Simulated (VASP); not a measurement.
Set up this calculation in VASP 6.6.1, as the native input.

```yaml
Task: single point
Functional: LDA
Potentials_or_basis: VASP PAW LDA potentials, release 64 (Cl, H_h)
Cutoff: 1000 eV
k_mesh: 1 × 1 × 1
Occupations: fermi-dirac, width 0.02 eV
Spin: no spin polarisation
Dipole_correction: no
Further_INCAR_settings: ALGO = Normal; EDIFF = 1e-06; NBANDS = 36
```

The structure of HCl lies in POSCAR:

```
HCl
1.0
    6.7386640000      0.0000000000      0.0000000000
    0.0000000000      6.7386640000      0.0000000000
    0.0000000000      0.0000000000      6.7386640000
Cl H
6 6
Direct
    0.0963609264      0.0549452469      0.8514082936
    0.3728198012      0.6633678859      0.7822749302
    0.7195542348      0.7961677975      0.1471872580
    0.9706035972      0.2622563696      0.2690004299
    0.3146536097      0.9577187540      0.4098693273
    0.5391979814      0.4102070215      0.4203792270
    0.0325229346      0.1244376658      1.0286850737
    0.2658266969      0.8058760829      0.8733363889
    0.5667988232      0.8578672504      0.2535596781
    0.7821716739      0.3305565823      0.2680261994
    0.3445314635      0.8261342025      0.5655251413
    0.4554437572      0.2327957407      0.4465977527
```

One way to write it, as run:

INCAR

```
SYSTEM = HCl
  PREC = Accurate
  ENCUT = 1000
  EDIFF = 1E-6
  ISMEAR = -1
  SIGMA = 0.02
  LREAL = .FALSE.
  LASPH = .TRUE.
  NELM = 120
  ALGO = Normal
  ISIF = 2
  LWAVE = .FALSE.
  LCHARG = .FALSE.
  GGA = CA
  NBANDS = 36
  GGA_COMPAT = .FALSE.
```

KPOINTS

```
regular mesh
0
G
  1 1 1
  0 0 0
```

Potentials or basis: VASP PAW LDA potentials, release 64 (Cl, H_h).

The run is started by

```sh
$ cat potpaw_LDA.64/Cl/POTCAR potpaw_LDA.64/H_h/POTCAR > POTCAR
$ mpirun -np 1 vasp_gam > vasp.out
```

It gave:

```json
{
  "Pressure": "-0.2 GPa",
  "Largest force": "0.408 eV/Å"
}
```

Caveat: the k points lie up to 0.93 Å⁻¹ apart, too coarse for converged energies, forces and pressures.

Wall time 19 s on 1 thread of Intel(R) Xeon(R) 6975P-C (Granite Rapids) (shared host), peak memory 0.49 GiB.
